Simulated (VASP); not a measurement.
# AlB2N3 (I4/mmm) in VASP: density of states with PBE

Aim: the density of states of AlB2N3 with PBE.

The COD entry that gives the cell may itself be a prediction, so a difference from it is no test against experiment.

Program: VASP 6.6.1. These are calculated values, not measurements. Logs are shortened: lines on timing, memory, paths and dates and some standing lists are left out, and cuts for length are marked.

## (1) The cell of the first run

The structure is tetragonal, space group I4/mmm (No. 139). Conventional cell: a = 2.713 Å, b = 2.713 Å, c = 10.917 Å, α = 90.00°, β = 90.00°, γ = 90.00°. Al (site symmetry 4/mmm) has 6 N at 1.92 to 1.97 Å within 2.5 Å. Within 2.0 Å of B (site symmetry 4mm) lie 6 N at 1.53 to 1.97 Å. N (site symmetry 4/mmm) has 4 Al at 1.92 Å and 2 B at 1.97 Å within 2.5 Å. Within 2.0 Å of N (site symmetry 4mm) lie 5 B at 1.53 to 1.92 Å and 1 Al at 1.97 Å.

## (2) Density of states, PBE

POSCAR

```
AlB2N3
1.0
   -1.3563854863      1.3563854863      5.4585606297
    1.3563854863     -1.3563854863      5.4585606297
    1.3563854863      1.3563854863     -5.4585606297
Al B N
1 2 3
Direct
    0.5000000000      0.5000000000      0.0000000000
    0.8198405495      0.8198405495      0.0000000000
    0.1801594505      0.1801594505      0.0000000000
    0.0000000000      0.0000000000      0.0000000000
    0.6800956728      0.6800956728      0.0000000000
    0.3199043272      0.3199043272      0.0000000000
```

INCAR.step1

```
  PREC = Accurate
  ENCUT = 520
  EDIFF = 1E-6
  ISMEAR = 0
  SIGMA = 0.02
  LREAL = F
  LASPH = T
  NELM = 80
  ALGO = Normal
  ISIF = 2
  LWAVE = F
  LCHARG = T
  GGA = PE
  NBANDS = 21
```

KPOINTS.step1

```
regular mesh
0
Gamma
  14 14 14
```

INCAR.step2

```
  PREC = Accurate
  ENCUT = 520
  EDIFF = 1E-6
  ISMEAR = -5
  SIGMA = 0.02
  LREAL = F
  LASPH = T
  NELM = 80
  ALGO = Normal
  ISIF = 2
  LWAVE = F
  LCHARG = F
  GGA = PE
  LORBIT = 10
  NEDOS = 1001
  ICHARG = 11
```

KPOINTS.step2

```
regular mesh
0
Gamma
  21 21 21
```

Potentials or basis: VASP PAW PBE potentials, release 64 (Al, B, N).

On the command line:

```bash
cat potpaw_PBE.64/Al/POTCAR potpaw_PBE.64/B/POTCAR potpaw_PBE.64/N/POTCAR > POTCAR
cp INCAR.step1 INCAR
cp KPOINTS.step1 KPOINTS
mpirun -np 1 vasp_std > vasp.out
cp INCAR.step2 INCAR
cp KPOINTS.step2 KPOINTS
mpirun -np 1 vasp_std > vasp.out
```

OUTCAR:

```text
PREC = Accurate
   ENCUT = 520
   EDIFF = 1E-6
   ISMEAR = -5
   LREAL = F
   LASPH = T
   NELM = 80
   ISIF = 2
   GGA = PE
   LORBIT = 10
   ICHARG = 11

 ion  position               nearest neighbor table
   1  0.500  0.500  0.000-   4 1.92   4 1.92   4 1.92   4 1.92   6 1.97   5 1.97   3 2.75   3 2.75
                             2 2.75   2 2.75   2 2.75   3 2.75   2 2.75   3 2.75
   2  0.820  0.820  0.000-   5 1.53   6 1.92   6 1.92   6 1.92   6 1.92   4 1.97   1 2.75   1 2.75
                             1 2.75   1 2.75
   3  0.180  0.180  0.000-   6 1.53   5 1.92   5 1.92   5 1.92   5 1.92   4 1.97   1 2.75   1 2.75
                             1 2.75   1 2.75
   4  0.000  0.000  0.000-   1 1.92   1 1.92   1 1.92   1 1.92   3 1.97   2 1.97
   5  0.680  0.680  0.000-   2 1.53   3 1.92   3 1.92   3 1.92   3 1.92   1 1.97
   6  0.320  0.320  0.000-   3 1.53   2 1.92   2 1.92   2 1.92   2 1.92   1 1.97

  LATTYP: Found a body centered tetragonal cell.
 ALAT       =     2.7127709726
 C/A-ratio  =     4.0243431420

  Lattice vectors:

 A1 = (  -1.3563854863,   1.3563854863,   5.4585606297)
 A2 = (   1.3563854863,  -1.3563854863,   5.4585606297)
 A3 = (   1.3563854863,   1.3563854863,  -5.4585606297)

Analysis of symmetry for initial positions (statically):
=====================================================================
 Subroutine PRICEL returns:
 Original cell was already a primitive cell.

 Routine SETGRP: Setting up the symmetry group for a
 body centered tetragonal supercell.

 Subroutine GETGRP returns: Found 16 space group operations
 (whereof 16 operations were pure point group operations)
 out of a pool of 16 trial point group operations.

The static configuration has the point symmetry D_4h.

Analysis of symmetry for dynamics (positions and initial velocities):
=====================================================================
 Subroutine PRICEL returns:
 Original cell was already a primitive cell.

 Routine SETGRP: Setting up the symmetry group for a
 body centered tetragonal supercell.

 Subroutine GETGRP returns: Found 16 space group operations
 (whereof 16 operations were pure point group operations)
 out of a pool of 16 trial point group operations.

The dynamic configuration has the point symmetry D_4h.

 Subroutine INISYM returns: Found 16 space group operations
 (whereof 16 operations are pure point group operations),
 and found     1 'primitive' translations

----------------------------------------------------------------------------------------

                                     Primitive cell

  volume of cell :      40.1702

  direct lattice vectors                    reciprocal lattice vectors
    -1.356385486  1.356385486  5.458560630     0.000000000  0.368626769  0.091599239
     1.356385486 -1.356385486  5.458560630     0.368626769  0.000000000  0.091599239
     1.356385486  1.356385486 -5.458560630     0.368626769  0.368626769  0.000000000

  length of vectors
     5.785797034  5.785797034  5.785797034     0.379836959  0.379836959  0.521316977

  position of ions in fractional coordinates (direct lattice)
     0.500000000  0.500000000  0.000000000
     0.819840550  0.819840550  0.000000000
     0.180159450  0.180159450  0.000000000
     0.000000000  0.000000000  0.000000000
     0.680095673  0.680095673  0.000000000
     0.319904327  0.319904327  0.000000000

  ion indices of the primitive-cell ions
   primitive index   ion index
                 1           1
                 2           2
                 3           3
                 4           4
                 5           5
                 6           6

----------------------------------------------------------------------------------------

 KPOINTS: regular mesh

Automatic generation of k-mesh.
 Grid dimensions read from file:
 generate k-points for:   21   21   21

 Generating k-lattice:

  Cartesian coordinates                     Fractional coordinates (reciprocal lattice)
     0.000000000  0.017553656  0.004361869     0.047619048  0.000000000  0.000000000
     0.017553656  0.000000000  0.004361869     0.000000000  0.047619048  0.000000000
     0.017553656  0.017553656  0.000000000     0.000000000  0.000000000  0.047619048

  Length of vectors
     0.018087474  0.018087474  0.024824618

  Shift w.r.t. Gamma in fractional coordinates (k-lattice)
     0.000000000  0.000000000  0.000000000

 TETIRR: Found  11769 inequivalent tetrahedra from    55566

 Subroutine IBZKPT returns following result:
 ===========================================

 Found    726 irreducible k-points:

 Following reciprocal coordinates:
            Coordinates               Weight
  0.000000  0.000000  0.000000      1.000000
  0.047619 -0.000000  0.000000      8.000000
  0.095238  0.000000  0.000000      8.000000
  0.142857  0.000000 -0.000000      8.000000
  0.190476  0.000000  0.000000      8.000000
  0.238095 -0.000000  0.000000      8.000000
[... 16 lines left out ...]
 -0.428571  0.047619 -0.000000     16.000000
 -0.380952  0.047619  0.000000     16.000000
 [... further k-points ...]
   k-points           NKPTS =    726   k-points in BZ     NKDIM =    726   number of bands    NBANDS=     16
   number of dos      NEDOS =   1001   number of ions     NIONS =      6
   total plane-waves  NPLWV = 110592
   dimension x,y,z NGX =    48 NGY =   48 NGZ =   48
   dimension x,y,z NGXF=    96 NGYF=   96 NGZF=   96
   ions per type =               1   2   3
   NGX,Y,Z   is equivalent  to a cutoff of  13.79, 13.79, 13.79 a.u.
   NGXF,Y,Z  is equivalent  to a cutoff of  27.58, 27.58, 27.58 a.u.
 SYSTEM =  unknown system
   PREC   = accura    normal or accurate (medium, high low for compatibility)
   ISTART =      0    job   : 0-new  1-cont  2-samecut
   ICHARG =     11    charge: 1-file 2-atom 10-const
   ISPIN  =      1    spin polarized calculation?
   LNONCOLLINEAR =      F non collinear calculations
   LSORBIT =      F    spin-orbit coupling
   LASPH  =      T    aspherical Exc in radial PAW
   ENCUT  =  520.0 eV  38.22 Ry    6.18 a.u.  10.76 10.76 10.76*2*pi/ulx,y,z
   NELM   =     80;   NELMIN=  2; NELMDL=  0     # of ELM steps
   EDIFF  = 0.1E-05   stopping-criterion for ELM
   LREAL  =      F    real-space projection
   EDIFFG = 0.1E-04   stopping-criterion for IOM
   NSW    =      0    number of steps for IOM
   IBRION =     -1    ionic relax: 0-MD 1-quasi-New 2-CG
   NFREE  =      0    steps in history (QN), initial steepest desc. (CG)
   ISIF   =      2    stress and relaxation
   ISYM   =      2    0-nonsym 1-usesym 2-fastsym
   POTIM  = 0.5000    time-step for ionic-motion
   TEBEG  =    0.0;   TEEND  =   0.0 temperature during run
   PSTRESS=    0.0 pullay stress
   NELECT =      24.0000    total number of electrons
   NUPDOWN=      -1.0000    fix difference up-down
   EMIN   =  10.00;   EMAX   =-10.00  energy-range for DOS
   EFERMI =   0.00;   METHOD = LEGACY
   ISMEAR =    -5;   SIGMA  =   0.02  broadening in eV -4-tet -1-fermi 0-gaus
   EFERMI_NEDOS =   21; number of points for ismear=-14 and -15
   IALGO  =     38    algorithm
   IMIX   =      4    mixing-type and parameters
     AMIX     =   0.40;   BMIX     =  1.00
     AMIX_MAG =   1.60;   BMIX_MAG =  1.00
  volume/ion in A,a.u.               =       6.70        45.18
  Fermi-wavevector in a.u.,A,eV,Ry     =   1.378829  2.605609 25.866985  1.901170
  Thomas-Fermi vector in A             =   2.503855
   LORBIT       =     10    0 simple, 1 ext, 2 COOP (PROOUT), +10 PAW based schemes
   GGA     = PE    functional components
   LHFCALC =     F    Hartree Fock is set to
   AEXX    =    0.0000 exact exchange contribution
   IVDW    =     0    specifies the selected vdW correction
   LEPSILON=     F    determine dielectric tensor
   LRPA    =     F    only Hartree local field effects (RPA)
 non-spin polarized calculation
 Fermi weights with tetrahedron method with Bloechl corrections
  energy-cutoff  :      520.00
  volume of cell :       40.17
 maximum number of plane-waves:      1101
 NGX is ok and might be reduce to    48

 number of electron      24.0000000 magnetization

 Free energy of the ion-electron system (eV)
  ---------------------------------------------------
  ext. energy  EPLUGINS =         0.00000000
  ---------------------------------------------------
  free energy    TOTEN  =       -41.71988384 eV

  energy without entropy =      -41.71988384  energy(sigma->0) =      -41.71988384

 E-fermi :   9.4729     XC(G=0): -12.8175

 val. band max:        9.4454987060   @ k =  -0.4762  -0.4762   0.3333
 cond. band min:      10.3133444449   @ k =  -0.4762   0.4762   0.0000
 fundamental gap:      0.8678457389
 Fermi energy:         9.4729046444

 k-point     1 :       0.0000    0.0000    0.0000
  band No.  band energies     occupation
      1     -10.8426      2.00000
      2      -7.2361      2.00000
      3      -6.1263      2.00000
      4       2.6642      2.00000
      5       2.8506      2.00000
      6       4.4463      2.00000
[... 8 lines left out ...]
     15      16.6042      0.00000
     16      17.3284      0.00000

 k-point     2 :       0.0476   -0.0000    0.0000
  band No.  band energies     occupation
      1     -10.8067      2.00000
      2      -7.2258      2.00000
      3      -6.0862      2.00000
      4       2.3921      2.00000
      5       2.8730      2.00000
      6       4.4820      2.00000
[... 8 lines left out ...]
     15      16.7422      0.00000
     16      17.4356      0.00000
[... 387 lines left out ...]
      5       0.3152      2.00000
      6       2.4521      2.00000
[... 8 lines left out ...]
     15      14.2803      0.00000
     16      15.1388      0.00000

 k-point    24 :      -0.3810    0.0476    0.0000
  band No.  band energies     occupation
      1      -8.6287      2.00000
      2      -6.3635      2.00000
      3      -5.7883      2.00000
      4      -0.7924      2.00000
      5       0.3772      2.00000
      6       3.2641      2.00000
[... 8 lines left out ...]
     15      14.5390      0.00000
     16      15.5796      0.00000

 [... further k-points ...]
[... 5 lines left out ...]
  --------------------------------------------------------------------------------------
  -------------------------------------------------------------------------------------
  Total       -0.0418567     -0.0418567      0.0202616      0.0000000      0.0000000      0.0000000
  in kB       -1.6694400     -1.6694400      0.8081259      0.0000000      0.0000000      0.0000000
  external PRESSURE =      -0.8435847 kB  Pullay stress =       0.0000000 kB

 VOLUME and BASIS-vectors are now :
 -----------------------------------------------------------------------------
  energy-cutoff  :      520.00
  volume of cell :       40.17
      direct lattice vectors                 reciprocal lattice vectors
    -1.356385486  1.356385486  5.458560630     0.000000000  0.368626769  0.091599239
     1.356385486 -1.356385486  5.458560630     0.368626769  0.000000000  0.091599239
     1.356385486  1.356385486 -5.458560630     0.368626769  0.368626769  0.000000000

 POSITION                                       TOTAL-FORCE (eV/Angst)
 -----------------------------------------------------------------------------------
      0.00000      0.00000      5.45856         0.000000      0.000000      0.000000
      0.00000      0.00000      8.95030         0.000000      0.000000      0.035095
      0.00000      0.00000      1.96682        -0.000000     -0.000000     -0.035095
      0.00000      0.00000      0.00000         0.000000      0.000000      0.000000
      0.00000      0.00000      7.42469        -0.000000     -0.000000     -0.032229
      0.00000      0.00000      3.49243         0.000000      0.000000      0.032229
 -----------------------------------------------------------------------------------
    total drift:                                0.000000      0.000000     -0.000000

  FREE ENERGIE OF THE ION-ELECTRON SYSTEM (eV)
  ---------------------------------------------------
  free  energy   TOTEN  =       -41.7198838421 eV

  energy  without entropy=      -41.7198838421  energy(sigma->0) =      -41.71988384

 total charge

# of ion       s       p       d       tot
------------------------------------------
    1        0.333   0.452   0.000   0.785
    2        0.586   0.981   0.000   1.567
    3        0.586   0.981   0.000   1.567
    4        1.236   2.661   0.000   3.896
    5        1.244   2.597   0.000   3.841
    6        1.244   2.597   0.000   3.841
--------------------------------------------------
tot          5.227  10.270   0.000  15.497
```

Run time: 22 min. Hardware: 1 thread of AMD EPYC 9R45 (Zen 5), shared host; peak memory 0.62 GiB.

Results:

```yaml
Valence_electrons_inside_the_program's_atomic_spheres: Al 0.79; B 1.57; N 3.90, 3.84
```

Levels at points of the mesh, in eV from the valence-band top:
```
           k point  band 10  band 11  band 12  band 13  band 14  band 15
(0.00, 0.00, 0.00)    -2.20    -0.13    -0.13     2.22     3.60     7.16
```
